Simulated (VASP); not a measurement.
# Na2B5 (P4/mmm) in VASP: notebook

Runs on Na2B5. Level: PBE. Tasks: single point, relaxation of cell and atoms.

All numbers are computed with VASP 6.6.1; they aren't measurements. Logs are shortened: lines on timing, memory, paths and dates and some standing lists are left out, and cuts for length are marked.

## Step 1: The cell of the first run

The structure is tetragonal, space group P4/mmm (No. 123). The conventional cell has a = 4.635 Å, b = 4.635 Å, c = 7.608 Å, α = 90.00°, β = 90.00°, γ = 90.00°. Na (site symmetry 4mm) has 12 B at 2.92 to 3.65 Å and 1 Na at 3.20 Å within 3.8 Å. Within 2.1 Å of B (site symmetry m2m) lie 2 B at 1.54 to 1.55 Å. B (site symmetry 4/mmm) has 4 B at 1.54 Å within 2.1 Å.

## Step 2: Single point, PBE

INCAR reads:

```
ALGO = Normal ; EDIFF = 1E-6
ENCUT = 520 ; GGA = PE
ISIF = 2 ; ISMEAR = 0
LASPH = True ; LCHARG = False
LREAL = False ; LWAVE = False
NBANDS = 24 ; NELM = 100
PREC = Accurate ; SIGMA = 0.1
```

KPOINTS reads:

```
k-points
0
Gamma
  8 8 6
```

POSCAR reads:

```
Na2B5
1.0
    4.6347208509      0.0000000000      0.0000000000
    0.0000000000      4.6347208509      0.0000000000
    0.0000000000      0.0000000000      7.6081901199
Na B
2 5
Direct
    0.5000000000      0.5000000000      0.2105982634
    0.5000000000      0.5000000000      0.7894017366
    0.3333030594      0.0000000000      0.0000000000
    0.6666969406      0.0000000000      0.0000000000
    0.0000000000      0.3333030594      0.0000000000
    0.0000000000      0.6666969406      0.0000000000
    0.0000000000      0.0000000000      0.0000000000
```

Potentials or basis: VASP PAW PBE potentials, release 64 (Na_pv, B).

On the command line:

```sh
> cat potpaw_PBE.64/Na_pv/POTCAR potpaw_PBE.64/B/POTCAR > POTCAR
> mpirun -np 1 vasp_std > vasp.out
```

OUTCAR:

```text
EDIFF = 1E-6
   ENCUT = 520
   GGA = PE
   ISIF = 2
   ISMEAR = 0
   LASPH = True
   LREAL = False
   NELM = 100
   PREC = Accurate

 ion  position               nearest neighbor table
   1  0.500  0.500  0.211-
   2  0.500  0.500  0.789-
   3  0.333  0.000  0.000-   7 1.54   4 1.55
   4  0.667  0.000  0.000-   7 1.54   3 1.55
   5  0.000  0.333  0.000-   7 1.54   6 1.55
   6  0.000  0.667  0.000-   7 1.54   5 1.55
   7  0.000  0.000  0.000-   3 1.54   4 1.54   5 1.54   6 1.54

  LATTYP: Found a simple tetragonal cell.
 ALAT       =     4.6347208509
 C/A-ratio  =     1.6415638319

  Lattice vectors:

 A1 = (   4.6347208509,   0.0000000000,   0.0000000000)
 A2 = (   0.0000000000,   4.6347208509,   0.0000000000)
 A3 = (   0.0000000000,   0.0000000000,   7.6081901199)

Analysis of symmetry for initial positions (statically):
=====================================================================
 Subroutine PRICEL returns:
 Original cell was already a primitive cell.

 Routine SETGRP: Setting up the symmetry group for a
 simple tetragonal supercell.

 Subroutine GETGRP returns: Found 16 space group operations
 (whereof 16 operations were pure point group operations)
 out of a pool of 16 trial point group operations.

The static configuration has the point symmetry D_4h.

Analysis of symmetry for dynamics (positions and initial velocities):
=====================================================================
 Subroutine PRICEL returns:
 Original cell was already a primitive cell.

 Routine SETGRP: Setting up the symmetry group for a
 simple tetragonal supercell.

 Subroutine GETGRP returns: Found 16 space group operations
 (whereof 16 operations were pure point group operations)
 out of a pool of 16 trial point group operations.

The dynamic configuration has the point symmetry D_4h.

 Subroutine INISYM returns: Found 16 space group operations
 (whereof 16 operations are pure point group operations),
 and found     1 'primitive' translations

----------------------------------------------------------------------------------------

                                     Primitive cell

  volume of cell :     163.4288

  direct lattice vectors                    reciprocal lattice vectors
     4.634720851  0.000000000  0.000000000     0.215762725  0.000000000  0.000000000
     0.000000000  4.634720851  0.000000000     0.000000000  0.215762725  0.000000000
     0.000000000  0.000000000  7.608190120     0.000000000  0.000000000  0.131437304

  length of vectors
     4.634720851  4.634720851  7.608190120     0.215762725  0.215762725  0.131437304

  position of ions in fractional coordinates (direct lattice)
     0.500000000  0.500000000  0.210598263
     0.500000000  0.500000000  0.789401737
     0.333303059  0.000000000  0.000000000
     0.666696941  0.000000000  0.000000000
     0.000000000  0.333303059  0.000000000
     0.000000000  0.666696941  0.000000000
     0.000000000  0.000000000  0.000000000

  ion indices of the primitive-cell ions
   primitive index   ion index
                 1           1
                 2           2
                 3           3
                 4           4
                 5           5
                 6           6
                 7           7

----------------------------------------------------------------------------------------

 KPOINTS: k-points

Automatic generation of k-mesh.
 Grid dimensions read from file:
 generate k-points for:    8    8    6

 Generating k-lattice:

  Cartesian coordinates                     Fractional coordinates (reciprocal lattice)
     0.026970341  0.000000000  0.000000000     0.125000000  0.000000000  0.000000000
     0.000000000  0.026970341  0.000000000     0.000000000  0.125000000  0.000000000
     0.000000000  0.000000000  0.021906217     0.000000000  0.000000000  0.166666667

  Length of vectors
     0.026970341  0.026970341  0.021906217

  Shift w.r.t. Gamma in fractional coordinates (k-lattice)
     0.000000000  0.000000000  0.000000000

 Subroutine IBZKPT returns following result:
 ===========================================

 Found     60 irreducible k-points:

 Following reciprocal coordinates:
            Coordinates               Weight
  0.000000  0.000000  0.000000      1.000000
  0.125000  0.000000  0.000000      4.000000
  0.250000  0.000000  0.000000      4.000000
  0.375000  0.000000  0.000000      4.000000
  0.500000  0.000000  0.000000      2.000000
  0.125000  0.125000  0.000000      4.000000
[... 16 lines left out ...]
  0.375000  0.125000  0.166667     16.000000
  0.500000  0.125000  0.166667      8.000000
 [... further k-points ...]
   k-points           NKPTS =     60   k-points in BZ     NKDIM =     60   number of bands    NBANDS=     24
   number of dos      NEDOS =    301   number of ions     NIONS =      7
   total plane-waves  NPLWV =  77760
   dimension x,y,z NGX =    36 NGY =   36 NGZ =   60
   dimension x,y,z NGXF=    72 NGYF=   72 NGZF=  120
   ions per type =               2   5
   NGX,Y,Z   is equivalent  to a cutoff of  12.91, 12.91, 13.11 a.u.
   NGXF,Y,Z  is equivalent  to a cutoff of  25.83, 25.83, 26.22 a.u.
 SYSTEM =  unknown system
   PREC   = accura    normal or accurate (medium, high low for compatibility)
   ISTART =      0    job   : 0-new  1-cont  2-samecut
   ICHARG =      2    charge: 1-file 2-atom 10-const
   ISPIN  =      1    spin polarized calculation?
   LNONCOLLINEAR =      F non collinear calculations
   LSORBIT =      F    spin-orbit coupling
   LASPH  =      T    aspherical Exc in radial PAW
   ENCUT  =  520.0 eV  38.22 Ry    6.18 a.u.   8.62  8.62 14.15*2*pi/ulx,y,z
   NELM   =    100;   NELMIN=  2; NELMDL= -5     # of ELM steps
   EDIFF  = 0.1E-05   stopping-criterion for ELM
   LREAL  =      F    real-space projection
   EDIFFG = 0.1E-04   stopping-criterion for IOM
   NSW    =      0    number of steps for IOM
   IBRION =     -1    ionic relax: 0-MD 1-quasi-New 2-CG
   NFREE  =      0    steps in history (QN), initial steepest desc. (CG)
   ISIF   =      2    stress and relaxation
   ISYM   =      2    0-nonsym 1-usesym 2-fastsym
   POTIM  = 0.5000    time-step for ionic-motion
   TEBEG  =    0.0;   TEEND  =   0.0 temperature during run
   PSTRESS=    0.0 pullay stress
   NELECT =      29.0000    total number of electrons
   NUPDOWN=      -1.0000    fix difference up-down
   EMIN   =  10.00;   EMAX   =-10.00  energy-range for DOS
   EFERMI =   0.00;   METHOD = LEGACY
   ISMEAR =     0;   SIGMA  =   0.10  broadening in eV -4-tet -1-fermi 0-gaus
   EFERMI_NEDOS =   21; number of points for ismear=-14 and -15
   IALGO  =     38    algorithm
   IMIX   =      4    mixing-type and parameters
     AMIX     =   0.40;   BMIX     =  1.00
     AMIX_MAG =   1.60;   BMIX_MAG =  1.00
  volume/ion in A,a.u.               =      23.35       157.55
  Fermi-wavevector in a.u.,A,eV,Ry     =   0.919951  1.738455 11.514742  0.846310
  Thomas-Fermi vector in A             =   2.045202
   LORBIT       =      0    0 simple, 1 ext, 2 COOP (PROOUT), +10 PAW based schemes
   GGA     = PE    functional components
   LHFCALC =     F    Hartree Fock is set to
   AEXX    =    0.0000 exact exchange contribution
   IVDW    =     0    specifies the selected vdW correction
   LEPSILON=     F    determine dielectric tensor
   LRPA    =     F    only Hartree local field effects (RPA)
 non-spin polarized calculation
 Gauss-broadening in eV      SIGMA  =   0.10
  energy-cutoff  :      520.00
  volume of cell :      163.43
 maximum number of plane-waves:      4428
 NGX is ok and might be reduce to    36
   NGX = 17   NGY = 17   NGZ = 29

 number of electron      29.0000021 magnetization

 Free energy of the ion-electron system (eV)
  ---------------------------------------------------
  ext. energy  EPLUGINS =         0.00000000
  ---------------------------------------------------
  free energy    TOTEN  =       -32.64327449 eV

  energy without entropy =      -32.62750605  energy(sigma->0) =      -32.63539027

 E-fermi :   0.7008     XC(G=0):  -6.4255

 val. band max:        0.6895924241   @ k =   0.2500   0.2500   0.5000
 cond. band min:       0.7024390061   @ k =   0.2500   0.0000   0.3333
 fundamental gap:      0.0128465821
 Fermi energy:         0.7007851691

 k-point     1 :       0.0000    0.0000    0.0000
  band No.  band energies     occupation
      1     -24.4216      2.00000
      2     -24.3774      2.00000
      3     -24.3343      2.00000
      4     -24.3343      2.00000
      5     -24.3285      2.00000
      6     -24.3285      2.00000
[... 16 lines left out ...]
     23       5.9918      0.00000
     24       6.4279      0.00000

 k-point     2 :       0.1250    0.0000    0.0000
  band No.  band energies     occupation
      1     -24.4215      2.00000
      2     -24.3774      2.00000
      3     -24.3347      2.00000
      4     -24.3343      2.00000
      5     -24.3288      2.00000
      6     -24.3285      2.00000
[... 16 lines left out ...]
     23       5.9837      0.00000
     24       6.0564      0.00000

 k-point     3 :       0.2500    0.0000    0.0000
  band No.  band energies     occupation
      1     -24.4214      2.00000
      2     -24.3774      2.00000
      3     -24.3355      2.00000
      4     -24.3342      2.00000
      5     -24.3295      2.00000
      6     -24.3284      2.00000
[... 16 lines left out ...]
     23       6.2751      0.00000
     24       6.8733      0.00000
[... 514 lines left out ...]
 k-point    23 :       0.3750    0.1250    0.1667
  band No.  band energies     occupation
      1     -24.4208      2.00000
      2     -24.3776      2.00000
      3     -24.3363      2.00000
      4     -24.3345      2.00000
      5     -24.3302      2.00000
      6     -24.3287      2.00000
[... 16 lines left out ...]
     23       6.1407      0.00000
     24       6.5792      0.00000

 k-point    24 :       0.5000    0.1250    0.1667
  band No.  band energies     occupation
      1     -24.4208      2.00000
      2     -24.3776      2.00000
      3     -24.3367      2.00000
      4     -24.3344      2.00000
      5     -24.3304      2.00000
      6     -24.3287      2.00000
[... 16 lines left out ...]
     23       6.8003      0.00000
     24       7.0855      0.00000

 [... further k-points ...]

------------------------ aborting loop because EDIFF is reached ----------------------------------------

  FORCE on cell =-STRESS in cart. coord.  units (eV):
  Direction    XX          YY          ZZ          XY          YZ          ZX
  --------------------------------------------------------------------------------------
  -------------------------------------------------------------------------------------
  Total       -0.0053642     -0.0053642      0.0208135      0.0000000      0.0000000      0.0000000
  in kB       -0.0525881     -0.0525881      0.2040456      0.0000000      0.0000000      0.0000000
  external PRESSURE =       0.0329565 kB  Pullay stress =       0.0000000 kB

 VOLUME and BASIS-vectors are now :
 -----------------------------------------------------------------------------
  energy-cutoff  :      520.00
  volume of cell :      163.43
      direct lattice vectors                 reciprocal lattice vectors
     4.634720851  0.000000000  0.000000000     0.215762725  0.000000000  0.000000000
     0.000000000  4.634720851  0.000000000     0.000000000  0.215762725  0.000000000
     0.000000000  0.000000000  7.608190120     0.000000000  0.000000000  0.131437304

 POSITION                                       TOTAL-FORCE (eV/Angst)
 -----------------------------------------------------------------------------------
      2.31736      2.31736      1.60227         0.000000     -0.000000      0.003918
      2.31736      2.31736      6.00592        -0.000000     -0.000000     -0.003918
      1.54477      0.00000      0.00000         0.010494      0.000000     -0.000000
      3.08995      0.00000      0.00000        -0.010494      0.000000      0.000000
      0.00000      1.54477      0.00000        -0.000000      0.010494      0.000000
      0.00000      3.08995      0.00000         0.000000     -0.010494     -0.000000
      0.00000      0.00000      0.00000         0.000000      0.000000      0.000000
 -----------------------------------------------------------------------------------
    total drift:                                0.000000      0.000000     -0.000000

  FREE ENERGIE OF THE ION-ELECTRON SYSTEM (eV)
  ---------------------------------------------------
  free  energy   TOTEN  =       -32.6432744889 eV

  energy  without entropy=      -32.6275060550  energy(sigma->0) =      -32.63539027
```

It took 2.2 min on 1 thread of Intel Xeon Platinum 8488C (Sapphire Rapids), shared host; peak memory 0.37 GiB.

What came out:

```yaml
Free_energy: -32.6433 eV
Pressure: 0.0 GPa
Largest_force: 0.010 eV/Å
```

Forces on the atoms (eV/Å):
```
Na   0.000  0.000  0.004
Na   0.000  0.000 -0.004
B    0.010  0.000  0.000
B   -0.010  0.000  0.000
B    0.000  0.010  0.000
B    0.000 -0.010  0.000
B    0.000  0.000  0.000
```

## Step 3: Relaxation of cell and atoms, PBE

This run uses another cell than the first one, of 22.75 Å³/atom, 0.975 times its volume.

INCAR reads:

```
SYSTEM = Na2B5
PREC     = Accurate       ! precision mode
ENCUT    = 600            ! plane-wave cutoff, eV
EDIFF    = 1E-6           ! SCF threshold, eV
ISMEAR   = 0              ! smearing method
SIGMA    = 0.1            ! smearing width, eV
LREAL    = .FALSE.        ! projectors in reciprocal space
LASPH    = .TRUE.         ! aspherical terms in the spheres
NELM     = 100            ! most SCF steps
ALGO     = Normal         ! electronic algorithm
ISIF     = 3              ! what is computed and relaxed
LWAVE    = .FALSE.        ! write WAVECAR
LCHARG   = .FALSE.        ! write CHGCAR
GGA      = PE             ! functional
IBRION   = 2              ! ionic algorithm
NSW      = 100            ! ionic steps
EDIFFG   = -0.01          ! ionic threshold
```

KPOINTS reads:

```
Automatic mesh
0
G
  8 8 6
  0 0 0
```

POSCAR reads:

```
Na2B5
1.0
    4.6499866676      0.0000000000      0.0000000000
    0.0000000000      4.6499866676      0.0000000000
    0.0000000000      0.0000000000      7.3662425251
Na B
2 5
Direct
    0.5000000000      0.5000000000      0.2148495148
    0.5000000000      0.5000000000      0.7851504852
    0.3341054461      0.0000000000      0.0000000000
    0.6658945539      0.0000000000      0.0000000000
    0.0000000000      0.3341054461      0.0000000000
    0.0000000000      0.6658945539      0.0000000000
    0.0000000000      0.0000000000      0.0000000000
```

Potentials or basis: VASP PAW PBE potentials, release 64 (Na_pv, B).

On the command line:

```sh
> cat potpaw_PBE.64/Na_pv/POTCAR potpaw_PBE.64/B/POTCAR > POTCAR
> mpirun -np 1 vasp_std > vasp.out
```

Wall time 26 min (1 thread of Intel Xeon Platinum 8488C (Sapphire Rapids), shared host); peak memory 0.43 GiB.

Results (log left out):

- Free energy: -32.6474 eV
- Relaxed volume: 23.42 Å³/atom
- Relaxed cell: a = 4.634 Å, b = 4.634 Å, c = 7.634 Å, α = 90.00°, β = 90.00°, γ = 90.00°
- Space group after relaxing (to 0.05 Å): P4/mmm (No. 123)
- Energy gained by relaxing: 0.8 meV/atom
- Ionic steps: 29
- Pressure after relaxing: 0.0 GPa
- Largest force after relaxing: 0.005 eV/Å

Forces on the atoms (eV/Å):
```
Na   0.000  0.000  0.003
Na   0.000  0.000 -0.003
B   -0.005  0.000  0.000
B    0.005  0.000  0.000
B    0.000 -0.005  0.000
B    0.000  0.005  0.000
B    0.000  0.000  0.000
```

The path:
| step | energy change (eV) | largest force (eV/Å) | pressure (GPa) | volume (Å³) |
| --- | --- | --- | --- | --- |
| 1 | 0.0000 | 0.1965 | -0.30 | 159.28 |
| 2 | 0.0012 | 0.3654 | 0.10 | 158.29 |
| 3 | -0.0026 | 0.0628 | -0.14 | 158.83 |
| 4 | -0.0032 | 0.0316 | 0.21 | 158.25 |
| 5 | -0.0033 | 0.0267 | 0.10 | 158.43 |
| 6 | -0.0036 | 0.0201 | 0.08 | 158.63 |
| 7 | -0.0042 | 0.0200 | 0.06 | 159.25 |
| 8 | -0.0044 | 0.0473 | -0.04 | 160.47 |
| 9 | -0.0045 | 0.0374 | 0.01 | 160.04 |
| 10 | -0.0042 | 0.1212 | -0.05 | 160.36 |
| 11 | -0.0046 | 0.0186 | -0.03 | 160.13 |
| 12 | -0.0046 | 0.0162 | 0.04 | 160.10 |
| 13 | -0.0047 | 0.0146 | 0.05 | 160.09 |
| 14 | -0.0047 | 0.0157 | 0.05 | 160.18 |
| 15 | -0.0047 | 0.0355 | 0.05 | 160.29 |
| 16 | -0.0048 | 0.0352 | 0.05 | 160.33 |
| 17 | -0.0048 | 0.0340 | 0.04 | 160.44 |
| 18 | -0.0049 | 0.0314 | 0.02 | 160.66 |
| 19 | -0.0051 | 0.0264 | 0.00 | 161.11 |
| 20 | -0.0053 | 0.0162 | -0.07 | 162.00 |
| 21 | -0.0051 | 0.0090 | -0.22 | 163.79 |
| 22 | -0.0054 | 0.0123 | -0.14 | 162.61 |
| 23 | -0.0054 | 0.0099 | -0.12 | 162.76 |
| 24 | -0.0056 | 0.0101 | -0.07 | 163.21 |
| 25 | -0.0056 | 0.0389 | 0.01 | 164.10 |
| 26 | -0.0057 | 0.0303 | -0.01 | 163.83 |
| 27 | -0.0057 | 0.0334 | -0.02 | 163.93 |
| 28 | -0.0057 | 0.0316 | -0.02 | 163.87 |
| 29 | -0.0057 | 0.0054 | 0.00 | 163.95 |

Final structure:
```cif
data_structure
_symmetry_space_group_name_H-M 'P 1'
_symmetry_Int_Tables_number 1
_cell_length_a 4.6342
_cell_length_b 4.6342
_cell_length_c 7.6343
_cell_angle_alpha 90.000
_cell_angle_beta 90.000
_cell_angle_gamma 90.000
_cell_volume 163.95
loop_
_atom_site_label
_atom_site_type_symbol
_atom_site_fract_x
_atom_site_fract_y
_atom_site_fract_z
_atom_site_occupancy
Na1 Na 0.50000 0.50000 0.20999 1
Na2 Na 0.50000 0.50000 0.79001 1
B1 B 0.33335 0.00000 0.00000 1
B2 B 0.66665 0.00000 0.00000 1
B3 B 0.00000 0.33335 0.00000 1
B4 B 0.00000 0.66665 0.00000 1
B5 B 0.00000 0.00000 0.00000 1
```

Levels at points of the mesh, in eV from the Fermi level:
```
           k point  band 11  band 12  band 13  band 14  band 15  band 16  band 17  band 18
(0.00, 0.00, 0.00)    -6.95    -4.70    -0.44     0.12     0.27     0.57     0.57     2.68
(0.50, 0.00, 0.00)    -4.93    -3.87    -2.78    -1.88    -0.41     1.03     1.69     2.18
(0.50, 0.50, 0.00)    -4.80    -4.78    -2.74    -1.58    -1.58     2.27     2.90     3.00
(0.00, 0.00, 0.50)    -6.95    -4.75     0.05     0.12     0.25     0.57     0.57     1.92
(0.50, 0.00, 0.50)    -4.93    -3.89    -2.78    -1.99    -0.34     1.48     1.97     2.60
(0.50, 0.50, 0.50)    -4.80    -4.78    -2.75    -1.62    -1.62     1.89     2.90     3.63
```
